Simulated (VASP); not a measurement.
# BN in VASP: notebook

The runs below take BN through electric field gradients, with PBE, LDA.

Program: VASP 6.6.1. These are calculated values, not measurements. Logs are shortened: lines on timing, memory, paths and dates and some standing lists are left out, and cuts for length are marked.

## Step 1: The cell of the first run

The structure is tetragonal, space group I-4m2 (No. 119). The conventional cell has a = 2.556 Å, b = 2.556 Å, c = 3.507 Å, α = 90.00°, β = 90.00°, γ = 90.00°. Within 2.1 Å of B (site symmetry -4m2) lie 4 N at 1.55 Å. N (site symmetry -4m2) has 4 B at 1.55 Å within 2.1 Å.

## Step 2: Electric field gradients, PBE (zz strain of -3 %)

Input file INCAR:

```
PREC = Accurate
ENCUT = 520
EDIFF = 1E-8
ISMEAR = -1
SIGMA = 0.03
LREAL = F
LASPH = T
NELM = 80
ALGO = Normal
ISIF = 2
LWAVE = F
LCHARG = F
GGA = PE
LEFG = T
NBANDS = 11
```

Input file KPOINTS:

```
regular mesh
0
Gamma
  13 13 13
```

Input file POSCAR:

```
BN
1.0
    0.0000000000      1.8075000000      1.7532750000
    1.8075000000      0.0000000000      1.7532750000
    1.8075000000      1.8075000000      0.0000000000
B N
1 1
Direct
    0.0000000000      0.0000000000      0.0000000000
    0.7500000000      0.7500000000      0.7500000000
```

Potentials or basis: VASP PAW PBE potentials, release 64 (B, N).

On the command line:

```sh
> cat potpaw_PBE.64/B/POTCAR potpaw_PBE.64/N/POTCAR > POTCAR
> mpirun -np 1 vasp_std > vasp.out
```

OUTCAR:

```text
PREC = Accurate
   ENCUT = 520
   EDIFF = 1E-8
   ISMEAR = -1
   LREAL = F
   LASPH = T
   NELM = 80
   ISIF = 2
   GGA = PE

 ion  position               nearest neighbor table
   1  0.000  0.000  0.000-   2 1.55   2 1.55   2 1.55   2 1.55
   2  0.750  0.750  0.750-   1 1.55   1 1.55   1 1.55   1 1.55

  LATTYP: Found a body centered tetragonal cell.
 ALAT       =     2.5561910140
 C/A-ratio  =     1.3717871555

  Lattice vectors:

 A1 = (   0.0000000000,  -1.8075000000,  -1.7532750000)
 A2 = (   0.0000000000,   1.8075000000,  -1.7532750000)
 A3 = (   1.8075000000,   0.0000000000,   1.7532750000)

Analysis of symmetry for initial positions (statically):
=====================================================================
 Subroutine PRICEL returns:
 Original cell was already a primitive cell.

 Routine SETGRP: Setting up the symmetry group for a
 body centered tetragonal supercell.

 Subroutine GETGRP returns: Found  8 space group operations
 (whereof  8 operations were pure point group operations)
 out of a pool of 16 trial point group operations.

The static configuration has the point symmetry D_2d.

Analysis of symmetry for dynamics (positions and initial velocities):
=====================================================================
 Subroutine PRICEL returns:
 Original cell was already a primitive cell.

 Routine SETGRP: Setting up the symmetry group for a
 body centered tetragonal supercell.

 Subroutine GETGRP returns: Found  8 space group operations
 (whereof  8 operations were pure point group operations)
 out of a pool of 16 trial point group operations.

The dynamic configuration has the point symmetry D_2d.

 Subroutine INISYM returns: Found  8 space group operations
 (whereof  8 operations are pure point group operations),
 and found     1 'primitive' translations

----------------------------------------------------------------------------------------

                                     Primitive cell

  volume of cell :      11.4561

  direct lattice vectors                    reciprocal lattice vectors
     0.000000000  1.807500000  1.753275000    -0.276625173  0.276625173  0.285180591
     1.807500000  0.000000000  1.753275000     0.276625173 -0.276625173  0.285180591
     1.807500000  1.807500000  0.000000000     0.276625173  0.276625173 -0.285180591

  length of vectors
     2.518140083  2.518140083  2.556191014     0.484118727  0.484118727  0.484118727

  position of ions in fractional coordinates (direct lattice)
     0.000000000  0.000000000  0.000000000
     0.750000000  0.750000000  0.750000000

  ion indices of the primitive-cell ions
   primitive index   ion index
                 1           1
                 2           2

----------------------------------------------------------------------------------------

 KPOINTS: regular mesh

Automatic generation of k-mesh.
 Grid dimensions read from file:
 generate k-points for:   13   13   13

 Generating k-lattice:

  Cartesian coordinates                     Fractional coordinates (reciprocal lattice)
    -0.021278859  0.021278859  0.021936969     0.076923077  0.000000000  0.000000000
     0.021278859 -0.021278859  0.021936969     0.000000000  0.076923077  0.000000000
     0.021278859  0.021278859 -0.021936969    -0.000000000 -0.000000000  0.076923077

  Length of vectors
     0.037239902  0.037239902  0.037239902

  Shift w.r.t. Gamma in fractional coordinates (k-lattice)
     0.000000000  0.000000000  0.000000000

 Subroutine IBZKPT returns following result:
 ===========================================

 Found    196 irreducible k-points:

 Following reciprocal coordinates:
            Coordinates               Weight
  0.000000  0.000000  0.000000      1.000000
  0.076923  0.000000  0.000000      8.000000
  0.153846  0.000000  0.000000      8.000000
  0.230769  0.000000  0.000000      8.000000
  0.307692  0.000000  0.000000      8.000000
  0.384615  0.000000  0.000000      8.000000
[... 16 lines left out ...]
  0.384615  0.153846  0.000000      8.000000
  0.461538  0.153846  0.000000      8.000000
 [... further k-points ...]
   k-points           NKPTS =    196   k-points in BZ     NKDIM =    196   number of bands    NBANDS=     11
   number of dos      NEDOS =    301   number of ions     NIONS =      2
   total plane-waves  NPLWV =   8000
   dimension x,y,z NGX =    20 NGY =   20 NGZ =   20
   dimension x,y,z NGXF=    40 NGYF=   40 NGZF=   40
   ions per type =               1   1
   NGX,Y,Z   is equivalent  to a cutoff of  13.20, 13.20, 13.01 a.u.
   NGXF,Y,Z  is equivalent  to a cutoff of  26.41, 26.41, 26.01 a.u.
 SYSTEM =  unknown system
   PREC   = accura    normal or accurate (medium, high low for compatibility)
   ISTART =      0    job   : 0-new  1-cont  2-samecut
   ICHARG =      2    charge: 1-file 2-atom 10-const
   ISPIN  =      1    spin polarized calculation?
   LNONCOLLINEAR =      F non collinear calculations
   LSORBIT =      F    spin-orbit coupling
   LASPH  =      T    aspherical Exc in radial PAW
   ENCUT  =  520.0 eV  38.22 Ry    6.18 a.u.   4.68  4.68  4.75*2*pi/ulx,y,z
   NELM   =     80;   NELMIN=  2; NELMDL= -5     # of ELM steps
   EDIFF  = 0.1E-07   stopping-criterion for ELM
   LREAL  =      F    real-space projection
   EDIFFG = 0.1E-06   stopping-criterion for IOM
   NSW    =      0    number of steps for IOM
   IBRION =     -1    ionic relax: 0-MD 1-quasi-New 2-CG
   NFREE  =      0    steps in history (QN), initial steepest desc. (CG)
   ISIF   =      2    stress and relaxation
   ISYM   =      2    0-nonsym 1-usesym 2-fastsym
   POTIM  = 0.5000    time-step for ionic-motion
   TEBEG  =    0.0;   TEEND  =   0.0 temperature during run
   PSTRESS=    0.0 pullay stress
   NELECT =       8.0000    total number of electrons
   NUPDOWN=      -1.0000    fix difference up-down
   EMIN   =  10.00;   EMAX   =-10.00  energy-range for DOS
   EFERMI =   0.00;   METHOD = LEGACY
   ISMEAR =    -1;   SIGMA  =   0.03  broadening in eV -4-tet -1-fermi 0-gaus
   EFERMI_NEDOS =   21; number of points for ismear=-14 and -15
   IALGO  =     38    algorithm
   IMIX   =      4    mixing-type and parameters
     AMIX     =   0.40;   BMIX     =  1.00
     AMIX_MAG =   1.60;   BMIX_MAG =  1.00
  volume/ion in A,a.u.               =       5.73        38.65
  Fermi-wavevector in a.u.,A,eV,Ry     =   1.452421  2.744678 28.701866  2.109528
  Thomas-Fermi vector in A             =   2.569805
   LORBIT       =      0    0 simple, 1 ext, 2 COOP (PROOUT), +10 PAW based schemes
   GGA     = PE    functional components
   LHFCALC =     F    Hartree Fock is set to
   AEXX    =    0.0000 exact exchange contribution
   IVDW    =     0    specifies the selected vdW correction
   LEPSILON=     F    determine dielectric tensor
   LRPA    =     F    only Hartree local field effects (RPA)
 non-spin polarized calculation
  energy-cutoff  :      520.00
  volume of cell :       11.46
 maximum number of plane-waves:       323
   NGX =  9   NGY =  9   NGZ =  9

 number of electron       7.9999998 magnetization

 Free energy of the ion-electron system (eV)
  ---------------------------------------------------
  ext. energy  EPLUGINS =         0.00000000
  ---------------------------------------------------
  free energy    TOTEN  =       -17.41493619 eV

  energy without entropy =      -17.41493619  energy(sigma->0) =      -17.41493619

 E-fermi :   8.5621     XC(G=0): -12.9743

 val. band max:        7.9789143625   @ k =   0.0000   0.0000   0.0000
 cond. band min:      12.0072033425   @ k =   0.4615   0.4615   0.0000
 fundamental gap:      4.0282889800
 Fermi energy:         8.5621362000

 k-point     1 :       0.0000    0.0000    0.0000
  band No.  band energies     occupation
      1     -12.7966      2.00000
      2       7.6872      2.00000
      3       7.6872      2.00000
      4       7.9789      2.00000
      5      16.6129      0.00000
      6      16.8310      0.00000
      7      16.8310      0.00000
      8      18.6285      0.00000
      9      33.1206      0.00000
     10      35.1346      0.00000
     11      36.0143      0.00000

 k-point     2 :       0.0769    0.0000    0.0000
  band No.  band energies     occupation
      1     -12.6488      2.00000
      2       6.9624      2.00000
      3       7.5164      2.00000
      4       7.7521      2.00000
      5      16.8004      0.00000
      6      17.0696      0.00000
      7      17.1089      0.00000
      8      19.0919      0.00000
      9      32.8535      0.00000
     10      33.2482      0.00000
     11      34.2258      0.00000
[... 295 lines left out ...]
 k-point    24 :       0.4615    0.1538    0.0000
  band No.  band energies     occupation
      1      -8.6242      2.00000
      2      -1.7762      2.00000
      3       4.6251      2.00000
      4       4.7124      2.00000
      5      16.5362      0.00000
      6      20.4178      0.00000
      7      20.5407      0.00000
      8      22.5910      0.00000
      9      29.0910      0.00000
     10      34.8571      0.00000
     11      36.3230      0.00000

 [... further k-points ...]
[... 5 lines left out ...]
  --------------------------------------------------------------------------------------
  -------------------------------------------------------------------------------------
  Total        0.6822433      0.6822433      2.0000566      0.0000000      0.0000000      0.0000000
  in kB       95.4142425     95.4142425    279.7153031      0.0000000      0.0000000      0.0000000
  external PRESSURE =     156.8479294 kB  Pullay stress =       0.0000000 kB

 VOLUME and BASIS-vectors are now :
 -----------------------------------------------------------------------------
  energy-cutoff  :      520.00
  volume of cell :       11.46
      direct lattice vectors                 reciprocal lattice vectors
     0.000000000  1.807500000  1.753275000    -0.276625173  0.276625173  0.285180591
     1.807500000  0.000000000  1.753275000     0.276625173 -0.276625173  0.285180591
     1.807500000  1.807500000  0.000000000     0.276625173  0.276625173 -0.285180591

 POSITION                                       TOTAL-FORCE (eV/Angst)
 -----------------------------------------------------------------------------------
      0.00000      0.00000      0.00000        -0.000000     -0.000000      0.000000
      2.71125      2.71125      2.62991         0.000000      0.000000     -0.000000
 -----------------------------------------------------------------------------------
    total drift:                               -0.000001     -0.000001      0.000002

  FREE ENERGIE OF THE ION-ELECTRON SYSTEM (eV)
  ---------------------------------------------------
  free  energy   TOTEN  =       -17.4149361866 eV

  energy  without entropy=      -17.4149361866  energy(sigma->0) =      -17.41493619

 Electric field gradients (V/A^2)
---------------------------------------------------------------------
 ion       V_xx      V_yy      V_zz      V_xy      V_xz      V_yz
---------------------------------------------------------------------
   1      -0.552    -0.552     1.104    -0.000    -0.000    -0.000
   2       2.402     2.402    -4.804    -0.000    -0.001    -0.001
---------------------------------------------------------------------

 Electric field gradients after diagonalization (V/A^2)
 (convention: |V_zz| > |V_xx| > |V_yy|)
----------------------------------------------------------------------
 ion       V_xx      V_yy      V_zz     asymmetry (V_yy - V_xx)/ V_zz
----------------------------------------------------------------------
   1      -0.552    -0.552     1.104       0.000
   2       2.402     2.402    -4.804       0.000
----------------------------------------------------------------------

           NMR quadrupolar parameters

 Cq : quadrupolar parameter    Cq=e*Q*V_zz/h
 eta: asymmetry parameters     (V_yy - V_xx)/ V_zz
 Q  : nuclear electric quadrupole moment in mb (millibarn)
----------------------------------------------------------------------
 ion       Cq(MHz)       eta       Q (mb)
----------------------------------------------------------------------
   1       0.003       0.000       1.000
   2      -0.012       0.000       1.000
----------------------------------------------------------------------
```

Wall time 13 s (1 thread of Intel Xeon 6975P-C (Granite Rapids), shared host); peak memory 0.13 GiB.

Results:

```yaml
Free_energy: -17.4149 eV
Pressure: 15.7 GPa
Band_gap_on_the_k_mesh: 4.03 eV, indirect (least direct gap 8.63 eV)
```

Stress tensor (GPa, compression positive):
```
 9.54  0.00  0.00
 0.00  9.54  0.00
 0.00  0.00 27.97
```

Levels at points of the mesh, in eV from the valence-band top:
```csv
k point,band 1,band 2,band 3,band 4,band 5,band 6,band 7,band 8
"(0.00, 0.00, 0.00)",-20.78,-0.29,-0.29,0.00,8.63,8.85,8.85,10.65
```

Electric field gradients, principal values (V/Å²):
| atom | least | middle | greatest (by size) |
| --- | --- | --- | --- |
| 1 B | -0.552 | -0.552 | 1.104 |
| 2 N | 2.402 | 2.402 | -4.804 |

Caveat: the cell differs from its parent crystal (zz strain of -3 %); without QUAD_EFG the Cq values of the log hold for a quadrupole moment of 1 mb, not for the nuclei. A k mesh can miss the band edges.

## Step 3: Electric field gradients, LDA

This run uses another cell than the first one, of 5.91 Å³/atom, 1.031 times its volume.

Input file INCAR:

```
SYSTEM = BN
PREC = Accurate ; ENCUT = 520
EDIFF = 1E-8 ; ISMEAR = -1
SIGMA = 0.03 ; LREAL = .False.
LASPH = .True. ; NELM = 100
ALGO = Normal ; ISIF = 2
LWAVE = .False. ; LCHARG = .False.
GGA = CA ; LEFG = .True.
NBANDS = 11
```

Input file KPOINTS:

```
regular mesh
0
Gamma
  13 13 13
  0 0 0
```

Input file POSCAR:

```
BN
1.0
    0.0000000000      1.8075000000      1.8075000000
    1.8075000000      0.0000000000      1.8075000000
    1.8075000000      1.8075000000      0.0000000000
B N
1 1
Direct
    0.0000000000      0.0000000000      0.0000000000
    0.7500000000      0.7500000000      0.7500000000
```

Potentials or basis: VASP PAW LDA potentials, release 64 (B, N).

On the command line:

```sh
> cat potpaw_LDA.64/B/POTCAR potpaw_LDA.64/N/POTCAR > POTCAR
> mpirun -np 1 vasp_std > vasp.out
```

OUTCAR:

```text
SYSTEM = BN
   PREC = Accurate
   ENCUT = 520
   EDIFF = 1E-8
   ISMEAR = -1
   LREAL = .False.
   LASPH = .True.
   NELM = 100
   ISIF = 2
   GGA = CA

 ion  position               nearest neighbor table
   1  0.000  0.000  0.000-   2 1.57   2 1.57   2 1.57   2 1.57
   2  0.750  0.750  0.750-   1 1.57   1 1.57   1 1.57   1 1.57

  LATTYP: Found a face centered cubic cell.
 ALAT       =     3.6150000000

  Lattice vectors:

 A1 = (   0.0000000000,   1.8075000000,   1.8075000000)
 A2 = (   1.8075000000,   0.0000000000,   1.8075000000)
[... 547 lines left out ...]
  ---------------------------------------------------
  free  energy   TOTEN  =       -19.4045534535 eV

  energy  without entropy=      -19.4045534535  energy(sigma->0) =      -19.40455345

 Electric field gradients (V/A^2)
---------------------------------------------------------------------
 ion       V_xx      V_yy      V_zz      V_xy      V_xz      V_yz
---------------------------------------------------------------------
   1       0.000    -0.000     0.000     0.000     0.000     0.000
   2      -0.000     0.000    -0.000    -0.000    -0.000    -0.000
---------------------------------------------------------------------

 Electric field gradients after diagonalization (V/A^2)
 (convention: |V_zz| > |V_xx| > |V_yy|)
----------------------------------------------------------------------
 ion       V_xx      V_yy      V_zz     asymmetry (V_yy - V_xx)/ V_zz
----------------------------------------------------------------------
   1      -0.000    -0.000     0.000       0.000
   2       0.000     0.000    -0.001       0.000
----------------------------------------------------------------------

           NMR quadrupolar parameters

 Cq : quadrupolar parameter    Cq=e*Q*V_zz/h
 eta: asymmetry parameters     (V_yy - V_xx)/ V_zz
 Q  : nuclear electric quadrupole moment in mb (millibarn)
----------------------------------------------------------------------
 ion       Cq(MHz)       eta       Q (mb)
----------------------------------------------------------------------
   1       0.000       0.000       1.000
   2      -0.000       0.000       1.000
----------------------------------------------------------------------
```

OSZICAR:

```text
N       E                     dE             d eps       ncg     rms          rms(c)
DAV:   1     0.669029693315E+01    0.66903E+01   -0.47664E+03  1899   0.710E+02
DAV:   2    -0.200990414227E+02   -0.26789E+02   -0.25915E+02  2212   0.148E+02
DAV:   3    -0.205345009795E+02   -0.43546E+00   -0.43467E+00  2148   0.158E+01
DAV:   4    -0.205349335690E+02   -0.43259E-03   -0.43258E-03  1971   0.626E-01
DAV:   5    -0.205349339873E+02   -0.41833E-06   -0.41832E-06  2160   0.183E-02    0.650E+00
DAV:   6    -0.195445764312E+02    0.99036E+00   -0.32567E+00  1854   0.102E+01    0.308E+00
DAV:   7    -0.194364066062E+02    0.10817E+00   -0.81322E-02  2103   0.233E+00    0.177E+00
DAV:   8    -0.194047255220E+02    0.31681E-01   -0.44454E-02  2043   0.143E+00    0.176E-01
DAV:   9    -0.194045694912E+02    0.15603E-03   -0.92506E-04  2031   0.261E-01    0.824E-02
DAV:  10    -0.194045530098E+02    0.16481E-04   -0.46905E-05  2091   0.630E-02    0.145E-02
DAV:  11    -0.194045534890E+02   -0.47918E-06   -0.11573E-06  2043   0.762E-03    0.634E-03
DAV:  12    -0.194045534526E+02    0.36412E-07   -0.35835E-07  2031   0.343E-03    0.154E-04
DAV:  13    -0.194045534535E+02   -0.91529E-09   -0.52284E-09  1047   0.666E-04
   1 F= -.19404553E+02 E0= -.19404553E+02  d E =-.150267E-11
```

stdout:

```text
POSCAR found type information on POSCAR B N
 POSCAR found :  2 types and       2 ions
 scaLAPACK will be used
 LDA part: xc-table for (Slater(with rela. corr.)+CA(PZ))
 , standard interpolation
 POSCAR, INCAR and KPOINTS ok, starting setup
 FFT: planning ... GRIDC
 FFT: planning ... GRID_SOFT
 FFT: planning ... GRID
 WAVECAR not read
 entering main loop
ion   1

ion   2
```

It took 5.1 s on 1 thread of Intel Xeon 6975P-C (Granite Rapids), shared host; peak memory 0.11 GiB.

Results:

* Free energy: -19.4046 eV
* Pressure: -10.1 GPa
* Band gap on the k mesh: 4.42 eV, indirect (least direct gap 8.68 eV)

Levels at points of the mesh, in eV from the valence-band top:
```
           k point  band 1  band 2  band 3  band 4  band 5  band 6  band 7  band 8
(0.00, 0.00, 0.00)  -20.07    0.00    0.00    0.00    8.68    8.68    8.68   10.44
```

Caveat: without QUAD_EFG the Cq values of the log hold for a quadrupole moment of 1 mb, not for the nuclei.
